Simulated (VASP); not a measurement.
# BiH (I4mm) in VASP: notebook

The runs below take BiH through single point, with PBE.

Everything below comes from runs of VASP 6.6.1. Logs are shortened: lines on timing, memory, paths and dates and some standing lists are left out, and cuts for length are marked.

**1. The cell of the first run**

Symmetry: I4mm, No. 107, tetragonal system. Conventional cell: a = 3.575 Å, b = 3.575 Å, c = 5.651 Å, α = 90.00°, β = 90.00°, γ = 90.00°. Within 3.3 Å of Bi (site symmetry 4mm) lie 6 H at 2.43 to 3.23 Å. H (site symmetry 4mm) has 6 Bi at 2.43 to 3.23 Å within 3.3 Å.

The cell was generated, and may not be a known phase.

**2. Single point, PBE**

File INCAR:

```
PREC = Accurate
ENCUT = 520
EDIFF = 1E-7
ISMEAR = 0
SIGMA = 0.1
LREAL = False
LASPH = True
NELM = 100
ALGO = Normal
ISIF = 2
LWAVE = False
LCHARG = False
GGA = PE
NBANDS = 15
```

File KPOINTS:

```
regular mesh
0
Gamma
  6 6 6
```

File POSCAR:

```
BiH
1.0
   -1.7876544000      1.7876544000      2.8253319700
    1.7876544000     -1.7876544000      2.8253319700
    1.7876544000      1.7876544000     -2.8253319700
Bi H
1 1
Direct
    0.0006089000      0.0006089000      0.0000000000
    0.5713921200      0.5713921200      0.0000000000
```

Potentials or basis: VASP PAW PBE potentials, release 64 (Bi_d, H).

Command:

```console
cat potpaw_PBE.64/Bi_d/POTCAR potpaw_PBE.64/H/POTCAR > POTCAR
mpirun -np 1 vasp_std > vasp.out
```

OUTCAR:

```text
PREC = Accurate
   ENCUT = 520
   EDIFF = 1E-7
   ISMEAR = 0
   LREAL = False
   LASPH = True
   NELM = 100
   ISIF = 2
   GGA = PE

 ion  position               nearest neighbor table
   1  0.001  0.001  0.000-
   2  0.571  0.571  0.000-

  LATTYP: Found a body centered tetragonal cell.
 ALAT       =     3.5753088000
 C/A-ratio  =     1.5804687808

  Lattice vectors:

 A1 = (  -1.7876544000,   1.7876544000,   2.8253319700)
 A2 = (   1.7876544000,  -1.7876544000,   2.8253319700)
 A3 = (   1.7876544000,   1.7876544000,  -2.8253319700)

Analysis of symmetry for initial positions (statically):
=====================================================================
 Subroutine PRICEL returns:
 Original cell was already a primitive cell.

 Routine SETGRP: Setting up the symmetry group for a
 body centered tetragonal supercell.

 Subroutine GETGRP returns: Found  8 space group operations
 (whereof  8 operations were pure point group operations)
 out of a pool of 16 trial point group operations.

The static configuration has the point symmetry C_4v.

Analysis of symmetry for dynamics (positions and initial velocities):
=====================================================================
 Subroutine PRICEL returns:
 Original cell was already a primitive cell.

 Routine SETGRP: Setting up the symmetry group for a
 body centered tetragonal supercell.

 Subroutine GETGRP returns: Found  8 space group operations
 (whereof  8 operations were pure point group operations)
 out of a pool of 16 trial point group operations.

The dynamic configuration has the point symmetry C_4v.

 Subroutine INISYM returns: Found  8 space group operations
 (whereof  8 operations are pure point group operations),
 and found     1 'primitive' translations

----------------------------------------------------------------------------------------

                                     Primitive cell

  volume of cell :      36.1157

  direct lattice vectors                    reciprocal lattice vectors
    -1.787654400  1.787654400  2.825331970     0.000000000  0.279696120  0.176970354
     1.787654400 -1.787654400  2.825331970     0.279696120  0.000000000  0.176970354
     1.787654400  1.787654400 -2.825331970     0.279696120  0.279696120  0.000000000

  length of vectors
     3.791294930  3.791294930  3.791294930     0.330981006  0.330981006  0.395550047

  position of ions in fractional coordinates (direct lattice)
     0.000608900  0.000608900  0.000000000
     0.571392120  0.571392120  0.000000000

  ion indices of the primitive-cell ions
   primitive index   ion index
                 1           1
                 2           2

----------------------------------------------------------------------------------------

 KPOINTS: regular mesh

Automatic generation of k-mesh.
 Grid dimensions read from file:
 generate k-points for:    6    6    6

 Generating k-lattice:

  Cartesian coordinates                     Fractional coordinates (reciprocal lattice)
     0.000000000  0.046616020  0.029495059     0.166666667  0.000000000 -0.000000000
     0.046616020  0.000000000  0.029495059     0.000000000  0.166666667 -0.000000000
     0.046616020  0.046616020  0.000000000     0.000000000  0.000000000  0.166666667

  Length of vectors
     0.055163501  0.055163501  0.065925008

  Shift w.r.t. Gamma in fractional coordinates (k-lattice)
     0.000000000  0.000000000  0.000000000

 Subroutine IBZKPT returns following result:
 ===========================================

 Found     30 irreducible k-points:

 Following reciprocal coordinates:
            Coordinates               Weight
  0.000000  0.000000  0.000000      1.000000
  0.166667  0.000000 -0.000000      8.000000
  0.333333  0.000000 -0.000000      8.000000
  0.500000  0.000000 -0.000000      4.000000
  0.166667  0.166667 -0.000000      8.000000
  0.333333  0.166667  0.000000     16.000000
[... 16 lines left out ...]
 -0.333333 -0.333333  0.166667      8.000000
 -0.166667 -0.333333  0.166667      8.000000
 [... further k-points ...]
   k-points           NKPTS =     30   k-points in BZ     NKDIM =     30   number of bands    NBANDS=     15
   number of dos      NEDOS =    301   number of ions     NIONS =      2
   total plane-waves  NPLWV =  21952
   dimension x,y,z NGX =    28 NGY =   28 NGZ =   28
   dimension x,y,z NGXF=    56 NGYF=   56 NGZF=   56
   ions per type =               1   1
   NGX,Y,Z   is equivalent  to a cutoff of  12.28, 12.28, 12.28 a.u.
   NGXF,Y,Z  is equivalent  to a cutoff of  24.56, 24.56, 24.56 a.u.
 SYSTEM =  unknown system
   PREC   = accura    normal or accurate (medium, high low for compatibility)
   ISTART =      0    job   : 0-new  1-cont  2-samecut
   ICHARG =      2    charge: 1-file 2-atom 10-const
   ISPIN  =      1    spin polarized calculation?
   LNONCOLLINEAR =      F non collinear calculations
   LSORBIT =      F    spin-orbit coupling
   LASPH  =      T    aspherical Exc in radial PAW
   ENCUT  =  520.0 eV  38.22 Ry    6.18 a.u.   7.05  7.05  7.05*2*pi/ulx,y,z
   NELM   =    100;   NELMIN=  2; NELMDL= -5     # of ELM steps
   EDIFF  = 0.1E-06   stopping-criterion for ELM
   LREAL  =      F    real-space projection
   EDIFFG = 0.1E-05   stopping-criterion for IOM
   NSW    =      0    number of steps for IOM
   IBRION =     -1    ionic relax: 0-MD 1-quasi-New 2-CG
   NFREE  =      0    steps in history (QN), initial steepest desc. (CG)
   ISIF   =      2    stress and relaxation
   ISYM   =      2    0-nonsym 1-usesym 2-fastsym
   POTIM  = 0.5000    time-step for ionic-motion
   TEBEG  =    0.0;   TEEND  =   0.0 temperature during run
   PSTRESS=    0.0 pullay stress
   NELECT =      16.0000    total number of electrons
   NUPDOWN=      -1.0000    fix difference up-down
   EMIN   =  10.00;   EMAX   =-10.00  energy-range for DOS
   EFERMI =   0.00;   METHOD = LEGACY
   ISMEAR =     0;   SIGMA  =   0.10  broadening in eV -4-tet -1-fermi 0-gaus
   EFERMI_NEDOS =   21; number of points for ismear=-14 and -15
   IALGO  =     38    algorithm
   IMIX   =      4    mixing-type and parameters
     AMIX     =   0.40;   BMIX     =  1.00
     AMIX_MAG =   1.60;   BMIX_MAG =  1.00
  volume/ion in A,a.u.               =      18.06       121.86
  Fermi-wavevector in a.u.,A,eV,Ry     =   1.248004  2.358385 21.191262  1.557514
  Thomas-Fermi vector in A             =   2.382110
   LORBIT       =      0    0 simple, 1 ext, 2 COOP (PROOUT), +10 PAW based schemes
   GGA     = PE    functional components
   LHFCALC =     F    Hartree Fock is set to
   AEXX    =    0.0000 exact exchange contribution
   IVDW    =     0    specifies the selected vdW correction
   LEPSILON=     F    determine dielectric tensor
   LRPA    =     F    only Hartree local field effects (RPA)
 non-spin polarized calculation
 Gauss-broadening in eV      SIGMA  =   0.10
  energy-cutoff  :      520.00
  volume of cell :       36.12
 maximum number of plane-waves:      1006
   NGX = 15   NGY = 15   NGZ = 15

 number of electron      16.0000005 magnetization

 Free energy of the ion-electron system (eV)
  ---------------------------------------------------
  ext. energy  EPLUGINS =         0.00000000
  ---------------------------------------------------
  free energy    TOTEN  =        -5.97910707 eV

  energy without entropy =       -5.97363314  energy(sigma->0) =       -5.97637010

 E-fermi :   6.9764     XC(G=0): -10.1129

 val. band max:        6.9255128317   @ k =   0.0000   0.0000   0.0000
 cond. band min:       7.0253838278   @ k =   0.5000   0.1667  -0.0000
 fundamental gap:      0.0998709960
 Fermi energy:         6.9764020105

 k-point     1 :       0.0000    0.0000    0.0000
  band No.  band energies     occupation
      1     -16.3127      2.00000
      2     -16.2892      2.00000
      3     -16.2882      2.00000
      4     -16.2882      2.00000
      5     -16.2102      2.00000
      6      -6.5231      2.00000
      7       6.9255      1.52828
      8      10.4367      0.00000
      9      10.4367      0.00000
     10      10.4860      0.00000
     11      15.8304      0.00000
     12      16.0534      0.00000
     13      16.3185      0.00000
     14      16.6603      0.00000
     15      16.6603      0.00000

 k-point     2 :       0.1667    0.0000   -0.0000
  band No.  band energies     occupation
      1     -16.3032      2.00000
      2     -16.2921      2.00000
      3     -16.2789      2.00000
      4     -16.2726      2.00000
      5     -16.2150      2.00000
      6      -6.1026      2.00000
      7       5.1652      2.00000
      8       9.5473      0.00000
      9      10.2885      0.00000
     10      10.3090      0.00000
     11      14.2410      0.00000
     12      15.9546      0.00000
     13      17.2337      0.00000
     14      17.2560      0.00000
     15      18.0083      0.00000

 k-point     3 :       0.3333    0.0000   -0.0000
  band No.  band energies     occupation
      1     -16.3104      2.00000
      2     -16.2907      2.00000
      3     -16.2682      2.00000
      4     -16.2226      2.00000
      5     -16.2163      2.00000
      6      -4.9460      2.00000
      7       2.0321      2.00000
      8       8.6834      0.00000
      9       9.5846      0.00000
     10      10.1238      0.00000
     11      13.1647      0.00000
     12      15.4865      0.00000
     13      16.3025      0.00000
     14      18.3741      0.00000
     15      19.7166      0.00000
[... 343 lines left out ...]
 k-point    23 :      -0.3333   -0.3333    0.1667
  band No.  band energies     occupation
      1     -16.3023      2.00000
      2     -16.2918      2.00000
      3     -16.2517      2.00000
      4     -16.2363      2.00000
      5     -16.2072      2.00000
      6      -4.3296      2.00000
      7       2.4749      2.00000
      8       5.7395      2.00000
      9       6.1389      2.00000
     10      10.6207      0.00000
     11      15.5888      0.00000
     12      16.5195      0.00000
     13      18.0267      0.00000
     14      19.8628      0.00000
     15      21.7167      0.00000

 k-point    24 :      -0.1667   -0.3333    0.1667
  band No.  band energies     occupation
      1     -16.3150      2.00000
      2     -16.2961      2.00000
      3     -16.2541      2.00000
      4     -16.2531      2.00000
      5     -16.2029      2.00000
      6      -5.2289      2.00000
      7       3.4601      2.00000
      8       7.1288      0.03117
      9       8.8895      0.00000
     10       9.1478      0.00000
     11      14.7227      0.00000
     12      16.1725      0.00000
     13      18.3400      0.00000
     14      18.9101      0.00000
     15      19.8916      0.00000

 [... further k-points ...]

------------------------ aborting loop because EDIFF is reached ----------------------------------------

  FORCE on cell =-STRESS in cart. coord.  units (eV):
  Direction    XX          YY          ZZ          XY          YZ          ZX
  --------------------------------------------------------------------------------------
  -------------------------------------------------------------------------------------
  Total       -0.3286495     -0.3286495     -0.8541546      0.0000000     -0.0000000      0.0000000
  in kB      -14.5796461    -14.5796461    -37.8922558      0.0000000     -0.0000000      0.0000000
  external PRESSURE =     -22.3505160 kB  Pullay stress =       0.0000000 kB

 VOLUME and BASIS-vectors are now :
 -----------------------------------------------------------------------------
  energy-cutoff  :      520.00
  volume of cell :       36.12
      direct lattice vectors                 reciprocal lattice vectors
    -1.787654400  1.787654400  2.825331970     0.000000000  0.279696120  0.176970354
     1.787654400 -1.787654400  2.825331970     0.279696120  0.000000000  0.176970354
     1.787654400  1.787654400 -2.825331970     0.279696120  0.279696120  0.000000000

 POSITION                                       TOTAL-FORCE (eV/Angst)
 -----------------------------------------------------------------------------------
      0.00000      0.00000      0.00344         0.000000      0.000000     -0.337004
      0.00000      0.00000      3.22874        -0.000000     -0.000000      0.337004
 -----------------------------------------------------------------------------------
    total drift:                                0.000000      0.000000     -0.000248

  FREE ENERGIE OF THE ION-ELECTRON SYSTEM (eV)
  ---------------------------------------------------
  free  energy   TOTEN  =        -5.9791070675 eV

  energy  without entropy=       -5.9736331366  energy(sigma->0) =       -5.97637010
```

It took 9 s on 1 thread of AMD EPYC 9R45 (Zen 5), shared host; peak memory 0.13 GiB.

Results:

| Item | Value |
| --- | --- |
| Free energy | -5.9791 eV |
| Pressure | -2.2 GPa |
| Largest force | 0.337 eV/Å |
| Band gap on the k mesh | zero (bands 8 and 9 overlap by 5.58 eV) |

Forces in eV/Å, atoms in the order of the input:
```
Bi   0.000  0.000 -0.337
H    0.000  0.000  0.337
```

Levels at points of the mesh, in eV from the Fermi level:
```tsv
k point	band 6	band 7	band 8	band 9	band 10	band 11
(0.00, 0.00, 0.00)	-13.50	-0.05	3.46	3.46	3.51	8.85
(0.50, 0.00, 0.00)	-10.94	-6.71	1.35	2.35	3.08	5.85
(0.50, 0.50, 0.00)	-9.91	-4.13	-3.16	-0.95	0.15	4.42
(0.50, 0.50, 0.50)	-10.80	-5.33	-1.41	0.46	0.46	5.35
```

Caveat: spin-orbit coupling is left out, which moves the levels of the heavy elements.

**3. Single point, PBE**

This run uses another cell than the first one, of 23.37 Å³/atom.

File INCAR:

```
PREC = Accurate
ENCUT = 520
EDIFF = 1E-6
ISMEAR = 0
SIGMA = 0.1
LREAL = F
LASPH = T
NELM = 100
ALGO = Normal
ISIF = 2
LWAVE = F
LCHARG = F
GGA = PE
NBANDS = 15
```

File KPOINTS:

```
Automatic mesh
0
Gamma
  22 22 22
```

File POSCAR:

```
BiH
1.0
   -1.6473349988      1.6473349988      4.3067054812
    1.6473349988     -1.6473349988      4.3067054812
    1.6473349988      1.6473349988     -4.3067054812
Bi H
1 1
Direct
   -0.1077294503     -0.1077294503      0.0000000000
    0.6797304703      0.6797304703      0.0000000000
```

Potentials or basis: VASP PAW PBE potentials, release 64 (Bi_d, H).

Command:

```console
cat potpaw_PBE.64/Bi_d/POTCAR potpaw_PBE.64/H/POTCAR > POTCAR
mpirun -np 1 vasp_std > vasp.out
```

Wall time 8.3 min (1 thread of AMD EPYC 9R45 (Zen 5), shared host); peak memory 0.62 GiB.

Results (log left out):

```yaml
Free_energy: -6.7014 eV
Pressure: -0.1 GPa
Band_gap_on_the_k_mesh: zero (bands 8 and 9 overlap by 5.90 eV)
```

Forces on the atoms (eV/Å):
```
Bi   0.000  0.000 -0.002
H    0.000  0.000  0.002
```

Levels at points of the mesh, in eV from the Fermi level:
```tsv
k point	band 4	band 5	band 6	band 7	band 8	band 9	band 10	band 11	band 12	band 13
(0.00, 0.00, 0.00)	-22.55	-22.54	-12.42	-2.85	0.63	4.13	4.13	7.11	9.15	9.27
(0.50, 0.00, 0.00)	-22.54	-22.53	-10.58	-4.25	-2.77	2.50	5.70	7.15	9.33	10.88
(0.50, 0.50, 0.00)	-22.57	-22.44	-8.97	-2.29	-2.26	-1.90	3.49	5.38	6.47	8.76
(0.50, 0.50, 0.50)	-22.55	-22.54	-12.04	-5.60	3.72	3.72	4.59	8.49	8.89	10.62
```

Caveat: spin-orbit coupling is left out, which moves the levels of the heavy elements.

**4. Single point, PBE**

This run uses another cell than the first one, of 23.31 Å³/atom.

File INCAR:

```
SYSTEM = BiH
  PREC = Accurate
  ENCUT = 520
  EDIFF = 1E-6
  ISMEAR = 0
  SIGMA = 0.1
  LREAL = .FALSE.
  LASPH = .TRUE.
  NELM = 100
  ALGO = Normal
  ISIF = 2
  LWAVE = .FALSE.
  LCHARG = .FALSE.
  GGA = PE
  NBANDS = 15
```

File KPOINTS:

```
Automatic mesh
0
G
  24 24 24
  0 0 0
```

File POSCAR:

```
BiH
1.0
   -1.6478884700      1.6478884700      4.2915095495
    1.6478884700     -1.6478884700      4.2915095495
    1.6478884700      1.6478884700     -4.2915095495
Bi H
1 1
Direct
   -0.1073963380     -0.1073963380      0.0000000000
    0.6793973580      0.6793973580      0.0000000000
```

Command:

```console
cat potpaw_PBE.64/Bi_d/POTCAR potpaw_PBE.64/H/POTCAR > POTCAR
mpirun -np 1 vasp_std > vasp.out
```

It took 10 min on 1 thread of AMD EPYC 9R45 (Zen 5), shared host; peak memory 0.75 GiB.

It converged, with:

```yaml
Free_energy: -6.6983 eV
Pressure: -0.1 GPa
Largest_force: 0.006 eV/Å
Band_gap_on_the_k_mesh: zero (bands 8 and 9 overlap by 5.91 eV)
```

Forces on the atoms (eV/Å):
```
Bi   0.000  0.000  0.006
H    0.000  0.000 -0.006
```

Levels at points of the mesh, in eV from the Fermi level:
```
           k point  band 4  band 5  band 6  band 7  band 8  band 9  band 10  band 11  band 12  band 13
(0.00, 0.00, 0.00)  -22.61  -22.61  -12.49   -2.89    0.58    4.06     4.06     7.05     9.08     9.21
(0.50, 0.00, 0.00)  -22.60  -22.59  -10.64   -4.32   -2.82    2.44     5.63     7.12     9.31    10.81
(0.50, 0.50, 0.00)  -22.63  -22.50   -9.04   -2.36   -2.32   -1.95     3.42     5.31     6.43     8.72
(0.50, 0.50, 0.50)  -22.61  -22.61  -12.09   -5.68    3.65    3.65     4.53     8.41     8.87    10.63
```

Caveat: spin-orbit coupling is left out, which moves the levels of the heavy elements.

**5. The runs side by side**

```csv
cell,k mesh,gap on the mesh (eV),pressure (GPa),largest force (eV/Å)
"a = 3.791 Å, angles 123.7, 123.7, 83.6°, 2 atoms, atomic positions A",6 × 6 × 6,none,-2.2,0.34
"a = 4.896 Å, angles 140.7, 140.7, 56.8°, 2 atoms, atomic positions B",22 × 22 × 22,none,-0.1,-
"a = 4.883 Å, angles 140.6, 140.6, 57.0°, 2 atoms, atomic positions C",24 × 24 × 24,none,-0.1,0.01
```

Alike in all rows: task single point; level PBE; potentials or basis VASP PAW PBE potentials, release 64 (Bi_d, H); no spin polarisation; cutoff (eV) 520; smearing gaussian 0.1 eV.

Caveats: spin-orbit coupling is left out, which moves the levels of the heavy elements.

Absolute energies hang on the potentials; compare differences alone.

The gap in the log of VASP goes by the Fermi energy; the results here count the filled bands.